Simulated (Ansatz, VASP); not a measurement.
# Two plane-wave programs on Mo

Contents of INCAR:

```
PREC = Accurate ; ENCUT = 520
EDIFF = 1E-6 ; ISMEAR = -1
SIGMA = 0.05 ; LREAL = False
LASPH = True ; NELM = 80
ALGO = Normal ; ISIF = 2
LWAVE = False ; LCHARG = False
GGA = CA ; NBANDS = 21
```

File KPOINTS:

```
Automatic mesh
0
Gamma
  12 12 7
```

POSCAR

```
Mo
1.0
    2.8252342238      0.0000000000      0.0000000000
   -1.4126171119      2.4467246095      0.0000000000
    0.0000000000      0.0000000000      4.5768794426
Mo
2
Direct
    0.3666666667      0.6833333333      0.2750000000
    0.6333333333      0.3166666667      0.7250000000
```

Input for Ansatz:

```yaml
crystal:
  lattice:
    - [2.8252342238, 0.0, 0.0]
    - [-1.4126171119, 2.4467246095, 0.0]
    - [0.0, 0.0, 4.5768794426]
  atoms:
    - { symbol: Mo, position: [0.3666666667, 0.6833333333, 0.275] }
    - { symbol: Mo, position: [0.6333333333, 0.3166666667, 0.725] }
kpoints:
  mp_grid: { grid: [12, 12, 7] }
scf:
  occupations: { method: fermi_dirac, width: 0.05 }
hamiltonian:
  xc: lda
  pseudopotentials: { kind: paw }
output:
  forces: true
  stress: true
  eigenvalues: true
  populations: true
```

Change from the starting cell: shortest bond scaled by 1.1, PAW files.

Alike in both runs: task single point; functional LDA; k mesh 12 × 12 × 7; occupations fermi-dirac, width 0.05 eV; no spin polarisation.

|  | VASP | Ansatz |
| --- | --- | --- |
| version | VASP 6.6.1 | Ansatz 0.2.0 |
| potentials or method | VASP PAW LDA potentials, release 64 (Mo_sv) | PAW with Ansatz's default frozen-core files, scalar-relativistic |
| plane-wave cutoff (eV) | 520 | 420 |
| valence electrons in the cell | 28 | 28 |

```tsv
	VASP	Ansatz	Ansatz less VASP
pressure (GPa)	-3.4	-4.4	-1.07
traceless stress, the component that is largest in VASP (GPa)	-5.69	-5.66	+0.026
rms of the force components (eV/Å)	0.975	0.951	-0.0240
```

LDA's correlation is that of Perdew and Zunger in VASP and of Perdew and Wang (1992) in Ansatz. Atom by atom the forces differ by 0.027 eV/Å (rms over components).
